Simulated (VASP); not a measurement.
# TiMoSe4 (P4/mmm) in VASP: relaxation of cell and atoms with PBE

Aim: the relaxation of cell and atoms of TiMoSe4 with PBE.

All numbers are computed with VASP 6.6.1; they aren't measurements. Logs are shortened: lines on timing, memory, paths and dates and some standing lists are left out, and cuts for length are marked.

**1. The cell of the first run**

Symmetry: P4/mmm, No. 123, tetragonal system. Conventional cell: a = 4.367 Å, b = 4.367 Å, c = 7.264 Å, α = 90.00°, β = 90.00°, γ = 90.00°. Within 3.4 Å of Ti (site symmetry 4/mmm) lie 8 Se at 2.61 Å. Within 4.1 Å of Mo (site symmetry 4/mmm) lie 8 Se at 3.10 Å. Within 3.4 Å of Se (site symmetry 2mm) lie 2 Ti at 2.61 Å and 5 Se at 2.87 to 3.09 Å and 2 Mo at 3.10 Å.

**2. Relaxation of cell and atoms, PBE, collinear spin, ferromagnetic start**

Input file INCAR:

```
ALGO = Normal
EDIFF = 1E-6
EDIFFG = -0.08
ENCUT = 600
GGA = PE
IBRION = 2
ISIF = 3
ISMEAR = 0
ISPIN = 2
LASPH = True
LCHARG = False
LMAXMIX = 4
LORBIT = 11
LREAL = False
LWAVE = False
MAGMOM = 1 1 0 0 0 0
NELM = 150
NSW = 36
PREC = Accurate
SIGMA = 0.15
```

Input file KPOINTS:

```
k-points
0
Gamma
  3 3 2
```

Input file POSCAR:

```
TiMoSe4
1.0
    4.3672871500      0.0000000000      0.0000000000
    0.0000000000      4.3672871500      0.0000000000
    0.0000000000      0.0000000000      7.2642624900
Ti Mo Se
1 1 4
Direct
    0.5000000000      0.5000000000      0.5000000000
    0.0000000000      0.0000000000      0.0000000000
    0.5000000000      0.0000000000      0.6975501200
    0.0000000000      0.5000000000      0.3024498800
    0.5000000000      0.0000000000      0.3024498800
    0.0000000000      0.5000000000      0.6975501200
```

Potentials or basis: VASP PAW PBE potentials, release 64 (Ti_sv, Mo_sv, Se).

Command:

```bash
$ cat potpaw_PBE.64/Ti_sv/POTCAR potpaw_PBE.64/Mo_sv/POTCAR potpaw_PBE.64/Se/POTCAR > POTCAR
$ mpirun -np 1 vasp_std > vasp.out
```

OUTCAR:

```text
EDIFF = 1E-6
   EDIFFG = -0.08
   ENCUT = 600
   GGA = PE
   IBRION = 2
   ISIF = 3
   ISMEAR = 0
   ISPIN = 2
   LASPH = True
   LORBIT = 11
   LREAL = False
   NELM = 150
   NSW = 36
   PREC = Accurate

 ion  position               nearest neighbor table
   1  0.500  0.500  0.500-   3 2.61   4 2.61   5 2.61   6 2.61   3 2.61   5 2.61   4 2.61   6 2.61

   2  0.000  0.000  0.000-   3 3.10   4 3.10   5 3.10   6 3.10   4 3.10   6 3.10   3 3.10   5 3.10

   3  0.500  0.000  0.698-   1 2.61   1 2.61   2 3.10   2 3.10
   4  0.000  0.500  0.302-   1 2.61   1 2.61   2 3.10   2 3.10
   5  0.500  0.000  0.302-   1 2.61   1 2.61   2 3.10   2 3.10
   6  0.000  0.500  0.698-   1 2.61   1 2.61   2 3.10   2 3.10

  LATTYP: Found a simple tetragonal cell.
 ALAT       =     4.3672871500
 C/A-ratio  =     1.6633352103

  Lattice vectors:

 A1 = (   4.3672871500,   0.0000000000,   0.0000000000)
 A2 = (   0.0000000000,   4.3672871500,   0.0000000000)
 A3 = (   0.0000000000,   0.0000000000,   7.2642624900)

Analysis of symmetry for initial positions (statically):
=====================================================================
 Subroutine PRICEL returns:
 Original cell was already a primitive cell.

 Routine SETGRP: Setting up the symmetry group for a
 simple tetragonal supercell.

 Subroutine GETGRP returns: Found 16 space group operations
 (whereof 16 operations were pure point group operations)
 out of a pool of 16 trial point group operations.

The static configuration has the point symmetry D_4h.

Analysis of symmetry for dynamics (positions and initial velocities):
=====================================================================
 Subroutine PRICEL returns:
 Original cell was already a primitive cell.

 Routine SETGRP: Setting up the symmetry group for a
 simple tetragonal supercell.

 Subroutine GETGRP returns: Found 16 space group operations
 (whereof 16 operations were pure point group operations)
 out of a pool of 16 trial point group operations.

The dynamic configuration has the point symmetry D_4h.

Analysis of structural, dynamic, and magnetic symmetry:
=====================================================================
 Subroutine PRICEL returns:
 Original cell was already a primitive cell.

 Routine SETGRP: Setting up the symmetry group for a
 simple tetragonal supercell.

 Subroutine GETGRP returns: Found 16 space group operations
 (whereof 16 operations were pure point group operations)
 out of a pool of 16 trial point group operations.

The overall configuration has the point symmetry D_4h.

 Subroutine INISYM returns: Found 16 space group operations
 (whereof 16 operations are pure point group operations),
 and found     1 'primitive' translations

----------------------------------------------------------------------------------------

                                     Primitive cell

  volume of cell :     138.5527

  direct lattice vectors                    reciprocal lattice vectors
     4.367287150  0.000000000  0.000000000     0.228975097  0.000000000  0.000000000
     0.000000000  4.367287150  0.000000000     0.000000000  0.228975097  0.000000000
     0.000000000  0.000000000  7.264262490     0.000000000  0.000000000  0.137660224

  length of vectors
     4.367287150  4.367287150  7.264262490     0.228975097  0.228975097  0.137660224

  position of ions in fractional coordinates (direct lattice)
     0.500000000  0.500000000  0.500000000
     0.000000000  0.000000000  0.000000000
     0.500000000  0.000000000  0.697550120
     0.000000000  0.500000000  0.302449880
     0.500000000  0.000000000  0.302449880
     0.000000000  0.500000000  0.697550120

  ion indices of the primitive-cell ions
   primitive index   ion index
                 1           1
                 2           2
[... 33 lines left out ...]
  0.000000  0.000000  0.000000      1.000000
  0.333333  0.000000  0.000000      4.000000
  0.333333  0.333333  0.000000      4.000000
  0.000000  0.000000  0.500000      1.000000
  0.333333  0.000000  0.500000      4.000000
  0.333333  0.333333  0.500000      4.000000
   k-points           NKPTS =      6   k-points in BZ     NKDIM =      6   number of bands    NBANDS=     31
   number of dos      NEDOS =    301   number of ions     NIONS =      6
   total plane-waves  NPLWV =  77760
   dimension x,y,z NGX =    36 NGY =   36 NGZ =   60
   dimension x,y,z NGXF=    72 NGYF=   72 NGZF=  120
   ions per type =               1   1   4
   NGX,Y,Z   is equivalent  to a cutoff of  13.70, 13.70, 13.73 a.u.
   NGXF,Y,Z  is equivalent  to a cutoff of  27.41, 27.41, 27.46 a.u.
 SYSTEM =  unknown system
   PREC   = accura    normal or accurate (medium, high low for compatibility)
   ISTART =      0    job   : 0-new  1-cont  2-samecut
   ICHARG =      2    charge: 1-file 2-atom 10-const
   ISPIN  =      2    spin polarized calculation?
   LNONCOLLINEAR =      F non collinear calculations
   LSORBIT =      F    spin-orbit coupling
   LASPH  =      T    aspherical Exc in radial PAW
   ENCUT  =  600.0 eV  44.10 Ry    6.64 a.u.   8.72  8.72 14.51*2*pi/ulx,y,z
   NELM   =    150;   NELMIN=  2; NELMDL= -5     # of ELM steps
   EDIFF  = 0.1E-05   stopping-criterion for ELM
   LREAL  =      F    real-space projection
   EDIFFG = -.8E-01   stopping-criterion for IOM
   NSW    =     36    number of steps for IOM
   IBRION =      2    ionic relax: 0-MD 1-quasi-New 2-CG
   NFREE  =      1    steps in history (QN), initial steepest desc. (CG)
   ISIF   =      3    stress and relaxation
   ISYM   =      2    0-nonsym 1-usesym 2-fastsym
   POTIM  = 0.5000    time-step for ionic-motion
   TEBEG  =    0.0;   TEEND  =   0.0 temperature during run
   PSTRESS=    0.0 pullay stress
   NELECT =      50.0000    total number of electrons
   NUPDOWN=      -1.0000    fix difference up-down
   EMIN   =  10.00;   EMAX   =-10.00  energy-range for DOS
   EFERMI =   0.00;   METHOD = LEGACY
   ISMEAR =     0;   SIGMA  =   0.15  broadening in eV -4-tet -1-fermi 0-gaus
   EFERMI_NEDOS =   21; number of points for ismear=-14 and -15
   IALGO  =     38    algorithm
   IMIX   =      4    mixing-type and parameters
     AMIX     =   0.40;   BMIX     =  1.00
     AMIX_MAG =   1.60;   BMIX_MAG =  1.00
  volume/ion in A,a.u.               =      23.09       155.83
  Fermi-wavevector in a.u.,A,eV,Ry     =   1.165538  2.202548 18.483231  1.358479
  Thomas-Fermi vector in A             =   2.302063
   LORBIT       =     11    0 simple, 1 ext, 2 COOP (PROOUT), +10 PAW based schemes
   GGA     = PE    functional components
   LHFCALC =     F    Hartree Fock is set to
   AEXX    =    0.0000 exact exchange contribution
   IVDW    =     0    specifies the selected vdW correction
   LEPSILON=     F    determine dielectric tensor
   LRPA    =     F    only Hartree local field effects (RPA)
 conjugate gradient relaxation of ions
 spin polarized calculation
 Gauss-broadening in eV      SIGMA  =   0.15
  energy-cutoff  :      600.00
  volume of cell :      138.55
 maximum number of plane-waves:      4638
 NGX is ok and might be reduce to    36
   NGX = 17   NGY = 17   NGZ = 29

--------------------------------------- Ionic step        1  -------------------------------------------

 number of electron      50.0000007 magnetization       3.5546059

 Free energy of the ion-electron system (eV)
  ---------------------------------------------------
  ext. energy  EPLUGINS =         0.00000000
  ---------------------------------------------------
  free energy    TOTEN  =       -32.40747285 eV

  energy without entropy =      -32.35867098  energy(sigma->0) =      -32.38307192

------------------------ aborting loop because EDIFF is reached ----------------------------------------

  FORCE on cell =-STRESS in cart. coord.  units (eV):
  Direction    XX          YY          ZZ          XY          YZ          ZX
  --------------------------------------------------------------------------------------
  -------------------------------------------------------------------------------------
  Total        1.5938020      1.5938020     -3.0689581      0.0000000      0.0000000      0.0000000
  in kB       18.4301952     18.4301952    -35.4884083      0.0000000      0.0000000      0.0000000
  external PRESSURE =       0.4573274 kB  Pullay stress =       0.0000000 kB
[... 101 lines left out ...]
  FREE ENERGIE OF THE ION-ELECTRON SYSTEM (eV)
  ---------------------------------------------------
  free  energy   TOTEN  =       -34.8486062221 eV

  energy  without entropy=      -34.8186783561  energy(sigma->0) =      -34.83364229

 E-fermi :   5.0089     XC(G=0):  -9.9077

 val. band max:        4.9109651292   @ k =   0.0000   0.0000   0.0000
 cond. band min:       5.0225576935   @ k =   0.3333   0.3333   0.0000
 fundamental gap:      0.1115925643
 Fermi energy:         5.0089110154

 spin component 1

 k-point     1 :       0.0000    0.0000    0.0000
  band No.  band energies     occupation
      1     -56.9696      1.00000
      2     -53.0032      1.00000
      3     -31.0802      1.00000
      4     -31.0802      1.00000
      5     -31.0766      1.00000
      6     -29.2643      1.00000
[... 400 lines left out ...]
     30       6.7739      0.00000
     31       7.3266      0.00000

[... ionic steps 4 to 9 ...]

--------------------------------------- Ionic step       10  -------------------------------------------

 number of electron      49.9999991 magnetization       2.5874865

------------------------ aborting loop because EDIFF is reached ----------------------------------------
[... 75 lines left out ...]
--------------------------------------- Ionic step       12  -------------------------------------------

 number of electron      49.9999991 magnetization       2.6214334

 Free energy of the ion-electron system (eV)
  ---------------------------------------------------
  ext. energy  EPLUGINS =         0.00000000
  ---------------------------------------------------
  free energy    TOTEN  =       -35.14269563 eV

  energy without entropy =      -35.10753133  energy(sigma->0) =      -35.12511348

 E-fermi :   6.0057     XC(G=0): -10.3288

 val. band max:        5.9299416780   @ k =   0.3333   0.0000   0.0000
 cond. band min:       6.0140201657   @ k =   0.3333   0.3333   0.0000
 fundamental gap:      0.0840784877
 Fermi energy:         6.0056946552

 spin component 1

 k-point     1 :       0.0000    0.0000    0.0000
  band No.  band energies     occupation
      1     -55.8821      1.00000
      2     -51.8322      1.00000
      3     -30.0287      1.00000
      4     -30.0286      1.00000
      5     -30.0011      1.00000
      6     -28.1113      1.00000
[... 433 lines left out ...]
  FREE ENERGIE OF THE ION-ELECTRON SYSTEM (eV)
  ---------------------------------------------------
  free  energy   TOTEN  =       -35.1426956317 eV

  energy  without entropy=      -35.1075313303  energy(sigma->0) =      -35.12511348

 reached required accuracy - stopping structural energy minimisation

 total charge

# of ion       s       p       d       tot
------------------------------------------
    1        2.146   6.100   1.829  10.075
    2        2.233   6.120   3.786  12.139
    3        1.480   2.308   0.046   3.833
    4        1.480   2.308   0.046   3.833
    5        1.480   2.308   0.046   3.833
    6        1.480   2.308   0.046   3.833
--------------------------------------------------
tot         10.300  21.451   5.797  37.548

 magnetization (x)

# of ion       s       p       d       tot
------------------------------------------
    1        0.015   0.013   0.498   0.526
    2        0.034   0.022   1.786   1.841
    3       -0.002  -0.058   0.009  -0.051
    4       -0.002  -0.058   0.009  -0.051
    5       -0.002  -0.058   0.009  -0.051
    6       -0.002  -0.058   0.009  -0.051
--------------------------------------------------
tot          0.042  -0.199   2.321   2.165
```

Run time: 13 min. Hardware: 1 thread of Intel Xeon Platinum 8559C (Emerald Rapids), shared host; peak memory 0.36 GiB.

What came out:

| Quantity | Value |
| --- | --- |
| Free energy | -35.1427 eV |
| Relaxed volume | 21.03 Å³/atom |
| Relaxed cell | a = 4.473 Å, b = 4.473 Å, c = 6.308 Å, α = 90.00°, β = 90.00°, γ = 90.00° |
| Space group after relaxing (to 0.05 Å) | P4/mmm (No. 123) |
| Energy gained by relaxing | 455.9 meV/atom |
| Ionic steps | 12 |
| Pressure after relaxing | 0.3 GPa |
| Largest force after relaxing | 0.012 eV/Å |
| Net moment | 2.62 μB per cell |
| Site moments | Ti +0.53; Mo +1.84; Se -0.05 μB |
| Valence electrons inside the program's atomic spheres | Ti 10.07; Mo 12.14; Se 3.83 |

Forces on the atoms (eV/Å):
```
Ti   0.000  0.000  0.000
Mo   0.000  0.000  0.000
Se   0.000  0.000 -0.012
Se   0.000  0.000  0.012
Se   0.000  0.000  0.012
Se   0.000  0.000 -0.012
```

The path:
| step | energy change (eV) | largest force (eV/Å) | pressure (GPa) | volume (Å³) |
| --- | --- | --- | --- | --- |
| 1 | 0.0000 | 2.3244 | 0.05 | 138.55 |
| 2 | -1.0036 | 1.6412 | -3.33 | 138.62 |
| 3 | -2.4411 | 0.3969 | -6.34 | 138.01 |
| 4 | -2.4462 | 0.0756 | -6.73 | 138.19 |
| 5 | -2.2439 | 1.0164 | 8.12 | 116.34 |
| 6 | -2.6998 | 0.2988 | -1.63 | 129.23 |
| 7 | -2.7032 | 0.3739 | -0.79 | 128.02 |
| 8 | -2.7044 | 0.3661 | -0.83 | 128.22 |
| 9 | -2.7042 | 0.3500 | -1.04 | 128.42 |
| 10 | -2.7310 | 0.0825 | -0.53 | 127.39 |
| 11 | -2.7330 | 0.0186 | -0.30 | 127.01 |
| 12 | -2.7352 | 0.0124 | 0.29 | 126.21 |

Final structure:
```
CELL_PARAMETERS angstrom
4.47317 0.00000 0.00000
0.00000 4.47317 0.00000
0.00000 0.00000 6.30756
ATOMIC_POSITIONS crystal
Ti 0.50000 0.50000 0.50000
Mo 0.00000 0.00000 0.00000
Se 0.50000 0.00000 0.75240
Se 0.00000 0.50000 0.24760
Se 0.50000 0.00000 0.24760
Se 0.00000 0.50000 0.75240
```

Levels at points of the mesh, in eV from the Fermi level:
Spin up:
```
           k point  band 23  band 24  band 25  band 26  band 27  band 28  band 29  band 30
(0.00, 0.00, 0.00)    -0.27    -0.27    -0.23    -0.14     0.09     0.84     1.39     2.74
(0.00, 0.00, 0.50)    -1.14    -0.95    -0.71    -0.71     0.03     0.31     2.13     2.13
```
Spin down:
| k point | band 22 | band 23 | band 24 | band 25 | band 26 | band 27 |
| --- | --- | --- | --- | --- | --- | --- |
| (0.00, 0.00, 0.00) | -0.29 | -0.24 | 0.04 | 0.24 | 0.32 | 1.13 |
| (0.00, 0.00, 0.50) | -0.87 | -0.61 | -0.61 | 0.38 | 0.59 | 0.74 |

Caveat: the k points lie up to 0.50 Å⁻¹ apart in the final cell; the relaxation stopped at a loose force limit of 0.08 eV/Å, so its end isn't a converged minimum.
